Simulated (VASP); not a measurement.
# LiH (Fm-3m) in VASP: notebook, part 2 of 3

VASP 6.6.1. Earlier steps stand in the parts before.

## Step 4: Single point, PBEsol

This run uses another cell than the first one, of 8.48 Å³/atom, 1.098 times its volume.

Input file INCAR:

```
ALGO     = Normal         # electronic algorithm
EDIFF    = 1E-7           # SCF threshold, eV
ENCUT    = 520            # plane-wave cutoff, eV
GGA      = PS             # functional
ISIF     = 2              # what is computed and relaxed
ISMEAR   = 0              # smearing method
LASPH    = T              # aspherical terms in the spheres
LCHARG   = F              # write CHGCAR
LREAL    = F              # projectors in reciprocal space
LWAVE    = F              # write WAVECAR
NBANDS   = 9              # bands
NELM     = 80             # most SCF steps
PREC     = Accurate       # precision mode
SIGMA    = 0.05           # smearing width, eV
```

Input file KPOINTS:

```
k-points
0
Gamma
  14 14 14
```

Input file POSCAR:

```
LiH
1.0
    0.0000000000      2.0392525413      2.0392525413
    2.0392525413      0.0000000000      2.0392525413
    2.0392525413      2.0392525413      0.0000000000
Li H
1 1
Direct
    0.0000000000      0.0000000000      0.0000000000
    0.5000000000      0.5000000000      0.5000000000
```

Potentials or basis: VASP PAW PBE potentials, release 64 (Li_sv, H).

Command:

```bash
$ cat potpaw_PBE.64/Li_sv/POTCAR potpaw_PBE.64/H/POTCAR > POTCAR
$ mpirun -np 1 vasp_std > vasp.out
```

OUTCAR:

```text
EDIFF = 1E-7
   ENCUT = 520
   GGA = PS
   ISIF = 2
   ISMEAR = 0
   LASPH = T
   LREAL = F
   NELM = 80
   PREC = Accurate

 ion  position               nearest neighbor table
   1  0.000  0.000  0.000-
   2  0.500  0.500  0.500-

  LATTYP: Found a face centered cubic cell.
 ALAT       =     4.0785050826

  Lattice vectors:

 A1 = (   0.0000000000,   2.0392525413,   2.0392525413)
 A2 = (   2.0392525413,   0.0000000000,   2.0392525413)
 A3 = (   2.0392525413,   2.0392525413,   0.0000000000)

Analysis of symmetry for initial positions (statically):
=====================================================================
 Subroutine PRICEL returns:
 Original cell was already a primitive cell.

 Routine SETGRP: Setting up the symmetry group for a
 face centered cubic supercell.

 Subroutine GETGRP returns: Found 48 space group operations
 (whereof 48 operations were pure point group operations)
 out of a pool of 48 trial point group operations.

The static configuration has the point symmetry O_h .

Analysis of symmetry for dynamics (positions and initial velocities):
=====================================================================
 Subroutine PRICEL returns:
 Original cell was already a primitive cell.

 Routine SETGRP: Setting up the symmetry group for a
 face centered cubic supercell.

 Subroutine GETGRP returns: Found 48 space group operations
 (whereof 48 operations were pure point group operations)
 out of a pool of 48 trial point group operations.

The dynamic configuration has the point symmetry O_h .

 Subroutine INISYM returns: Found 48 space group operations
 (whereof 48 operations are pure point group operations),
 and found     1 'primitive' translations

----------------------------------------------------------------------------------------

                                     Primitive cell

  volume of cell :      16.9607

  direct lattice vectors                    reciprocal lattice vectors
     0.000000000  2.039252541  2.039252541    -0.245187876  0.245187876  0.245187876
     2.039252541  0.000000000  2.039252541     0.245187876 -0.245187876  0.245187876
     2.039252541  2.039252541  0.000000000     0.245187876  0.245187876 -0.245187876

  length of vectors
     2.883938601  2.883938601  2.883938601     0.424677859  0.424677859  0.424677859

  position of ions in fractional coordinates (direct lattice)
     0.000000000  0.000000000  0.000000000
     0.500000000  0.500000000  0.500000000

  ion indices of the primitive-cell ions
   primitive index   ion index
                 1           1
                 2           2

----------------------------------------------------------------------------------------

 KPOINTS: k-points

Automatic generation of k-mesh.
 Grid dimensions read from file:
 generate k-points for:   14   14   14

 Generating k-lattice:

  Cartesian coordinates                     Fractional coordinates (reciprocal lattice)
    -0.017513420  0.017513420  0.017513420     0.071428571  0.000000000  0.000000000
     0.017513420 -0.017513420  0.017513420     0.000000000  0.071428571  0.000000000
     0.017513420  0.017513420 -0.017513420     0.000000000  0.000000000  0.071428571

  Length of vectors
     0.030334133  0.030334133  0.030334133

  Shift w.r.t. Gamma in fractional coordinates (k-lattice)
     0.000000000  0.000000000  0.000000000

 Subroutine IBZKPT returns following result:
 ===========================================

 Found    104 irreducible k-points:

 Following reciprocal coordinates:
            Coordinates               Weight
  0.000000  0.000000  0.000000      1.000000
  0.071429  0.000000  0.000000      8.000000
  0.142857  0.000000  0.000000      8.000000
  0.214286  0.000000  0.000000      8.000000
  0.285714  0.000000  0.000000      8.000000
  0.357143  0.000000  0.000000      8.000000
[... 16 lines left out ...]
  0.214286  0.142857  0.000000     24.000000
  0.285714  0.142857  0.000000     24.000000
 [... further k-points ...]
   k-points           NKPTS =    104   k-points in BZ     NKDIM =    104   number of bands    NBANDS=      9
   number of dos      NEDOS =    301   number of ions     NIONS =      2
   total plane-waves  NPLWV =  13824
   dimension x,y,z NGX =    24 NGY =   24 NGZ =   24
   dimension x,y,z NGXF=    48 NGYF=   48 NGZF=   48
   ions per type =               1   1
   NGX,Y,Z   is equivalent  to a cutoff of  13.83, 13.83, 13.83 a.u.
   NGXF,Y,Z  is equivalent  to a cutoff of  27.67, 27.67, 27.67 a.u.
 SYSTEM =  unknown system
   PREC   = accura    normal or accurate (medium, high low for compatibility)
   ISTART =      0    job   : 0-new  1-cont  2-samecut
   ICHARG =      2    charge: 1-file 2-atom 10-const
   ISPIN  =      1    spin polarized calculation?
   LNONCOLLINEAR =      F non collinear calculations
   LSORBIT =      F    spin-orbit coupling
   LASPH  =      T    aspherical Exc in radial PAW
   ENCUT  =  520.0 eV  38.22 Ry    6.18 a.u.   5.36  5.36  5.36*2*pi/ulx,y,z
   NELM   =     80;   NELMIN=  2; NELMDL= -5     # of ELM steps
   EDIFF  = 0.1E-06   stopping-criterion for ELM
   LREAL  =      F    real-space projection
   EDIFFG = 0.1E-05   stopping-criterion for IOM
   NSW    =      0    number of steps for IOM
   IBRION =     -1    ionic relax: 0-MD 1-quasi-New 2-CG
   NFREE  =      0    steps in history (QN), initial steepest desc. (CG)
   ISIF   =      2    stress and relaxation
   ISYM   =      2    0-nonsym 1-usesym 2-fastsym
   POTIM  = 0.5000    time-step for ionic-motion
   TEBEG  =    0.0;   TEEND  =   0.0 temperature during run
   PSTRESS=    0.0 pullay stress
   NELECT =       4.0000    total number of electrons
   NUPDOWN=      -1.0000    fix difference up-down
   EMIN   =  10.00;   EMAX   =-10.00  energy-range for DOS
   EFERMI =   0.00;   METHOD = LEGACY
   ISMEAR =     0;   SIGMA  =   0.05  broadening in eV -4-tet -1-fermi 0-gaus
   EFERMI_NEDOS =   21; number of points for ismear=-14 and -15
   IALGO  =     38    algorithm
   IMIX   =      4    mixing-type and parameters
     AMIX     =   0.40;   BMIX     =  1.00
     AMIX_MAG =   1.60;   BMIX_MAG =  1.00
  volume/ion in A,a.u.               =       8.48        57.23
  Fermi-wavevector in a.u.,A,eV,Ry     =   1.011456  1.911375 13.919358  1.023044
  Thomas-Fermi vector in A             =   2.144507
   LORBIT       =      0    0 simple, 1 ext, 2 COOP (PROOUT), +10 PAW based schemes
   GGA     = PS    functional components
   LHFCALC =     F    Hartree Fock is set to
   AEXX    =    0.0000 exact exchange contribution
   IVDW    =     0    specifies the selected vdW correction
   LEPSILON=     F    determine dielectric tensor
   LRPA    =     F    only Hartree local field effects (RPA)
 non-spin polarized calculation
 Gauss-broadening in eV      SIGMA  =   0.05
  energy-cutoff  :      520.00
  volume of cell :       16.96
 maximum number of plane-waves:       471
 NGX is ok and might be reduce to    24
   NGX = 11   NGY = 11   NGZ = 11

 number of electron       4.0000000 magnetization

 Free energy of the ion-electron system (eV)
  ---------------------------------------------------
  ext. energy  EPLUGINS =         0.00000000
  ---------------------------------------------------
  free energy    TOTEN  =        -6.11173029 eV

  energy without entropy =       -6.11173029  energy(sigma->0) =       -6.11173029

 E-fermi :   0.2105     XC(G=0):  -8.4450

 val. band max:       -0.0812503109   @ k =   0.5000   0.5000   0.0000
 cond. band min:       2.7064792336   @ k =   0.5000   0.5000   0.0000
 fundamental gap:      2.7877295446
 Fermi energy:         0.2105014622

 k-point     1 :       0.0000    0.0000    0.0000
  band No.  band energies     occupation
      1     -43.8316      2.00000
      2      -5.4269      2.00000
      3      15.3562      0.00000
      4      17.1399      0.00000
      5      17.1399      0.00000
      6      17.1399      0.00000
      7      21.6463      0.00000
      8      21.6463      0.00000
      9      21.6463      0.00000
[... 265 lines left out ...]
 k-point    24 :       0.2857    0.1429    0.0000
  band No.  band energies     occupation
      1     -43.8075      2.00000
      2      -4.1239      2.00000
      3       9.5781      0.00000
      4      12.5698      0.00000
      5      13.4262      0.00000
      6      16.8762      0.00000
      7      19.1827      0.00000
      8      22.8646      0.00000
      9      25.0299      0.00000

 [... further k-points ...]

------------------------ aborting loop because EDIFF is reached ----------------------------------------

  FORCE on cell =-STRESS in cart. coord.  units (eV):
  Direction    XX          YY          ZZ          XY          YZ          ZX
  --------------------------------------------------------------------------------------
  -------------------------------------------------------------------------------------
  Total       -0.2717954     -0.2717954     -0.2717954      0.0000000      0.0000000     -0.0000000
  in kB      -25.6749494    -25.6749494    -25.6749494      0.0000000      0.0000000     -0.0000000
  external PRESSURE =     -25.6749494 kB  Pullay stress =       0.0000000 kB

 VOLUME and BASIS-vectors are now :
 -----------------------------------------------------------------------------
  energy-cutoff  :      520.00
  volume of cell :       16.96
      direct lattice vectors                 reciprocal lattice vectors
     0.000000000  2.039252541  2.039252541    -0.245187876  0.245187876  0.245187876
     2.039252541  0.000000000  2.039252541     0.245187876 -0.245187876  0.245187876
     2.039252541  2.039252541  0.000000000     0.245187876  0.245187876 -0.245187876

 POSITION                                       TOTAL-FORCE (eV/Angst)
 -----------------------------------------------------------------------------------
      0.00000      0.00000      0.00000         0.000000     -0.000000      0.000000
      2.03925      2.03925      2.03925        -0.000000      0.000000     -0.000000
 -----------------------------------------------------------------------------------
    total drift:                                0.000000     -0.000000     -0.000000

  FREE ENERGIE OF THE ION-ELECTRON SYSTEM (eV)
  ---------------------------------------------------
  free  energy   TOTEN  =        -6.1117302896 eV

  energy  without entropy=       -6.1117302896  energy(sigma->0) =       -6.11173029
```

Wall time 5.4 s (1 thread of Intel Xeon 6975P-C (Granite Rapids), shared host); peak memory 0.13 GiB.

Results:

| Quantity | Value |
| --- | --- |
| Free energy | -6.1117 eV |
| Band gap on the k mesh | 2.79 eV, direct |

Caveat: the cutoff is under 1.25 times the usual one of these potentials, so pressure, stress and relaxed cells hold a basis-set (Pulay) error; the PAW data sets were made with another functional, which shifts forces and pressure a little. A k mesh can miss the band edges.

## Step 5: Single point, PBEsol

This run uses another cell than the first one, of 8.34 Å³/atom, 1.080 times its volume.

Input file INCAR:

```
SYSTEM = LiH
PREC = Accurate
ENCUT = 520
EDIFF = 1E-6
ISMEAR = 0
SIGMA = 0.05
LREAL = .FALSE.
LASPH = .TRUE.
NELM = 80
ALGO = Normal
ISIF = 2
LWAVE = .FALSE.
LCHARG = .FALSE.
GGA = PS
NBANDS = 9
```

Input file KPOINTS:

```
regular mesh
0
G
  14 14 14
  0 0 0
```

Input file POSCAR:

```
LiH
1.0
    0.0000000000      2.0282638288      2.0282638288
    2.0282638288      0.0000000000      2.0282638288
    2.0282638288      2.0282638288      0.0000000000
Li H
1 1
Direct
    0.0000000000      0.0000000000      0.0000000000
    0.5000000000      0.5000000000      0.5000000000
```

Command:

```bash
$ cat potpaw_PBE.64/Li_sv/POTCAR potpaw_PBE.64/H/POTCAR > POTCAR
$ mpirun -np 1 vasp_std > vasp.out
```

Wall time 4.8 s (1 thread of Intel Xeon 6975P-C (Granite Rapids), shared host); peak memory 0.14 GiB.

The run converged. Its results:

| Quantity | Value |
| --- | --- |
| Free energy | -6.1153 eV |
| Band gap on the k mesh | 2.78 eV, direct |

Levels at points of the mesh, in eV from the valence-band top:
| k point | band 1 | band 2 | band 3 | band 4 | band 5 | band 6 | band 7 |
| --- | --- | --- | --- | --- | --- | --- | --- |
| (0.00, 0.00, 0.00) | -43.73 | -5.41 | 15.64 | 17.38 | 17.38 | 17.38 | 21.92 |
| (0.50, 0.00, 0.00) | -43.69 | -2.60 | 4.62 | 13.26 | 15.98 | 15.98 | 18.55 |
| (0.50, 0.50, 0.00) | -43.68 | 0.00 | 2.78 | 10.45 | 10.45 | 13.47 | 16.68 |

Caveat: the cutoff is under 1.25 times the usual one of these potentials, so pressure, stress and relaxed cells hold a basis-set (Pulay) error; the PAW data sets were made with another functional, which shifts forces and pressure a little. A hybrid or GW would open this gap; PBEsol tends to underestimate it.

(Part 2 of 3 ends here.)
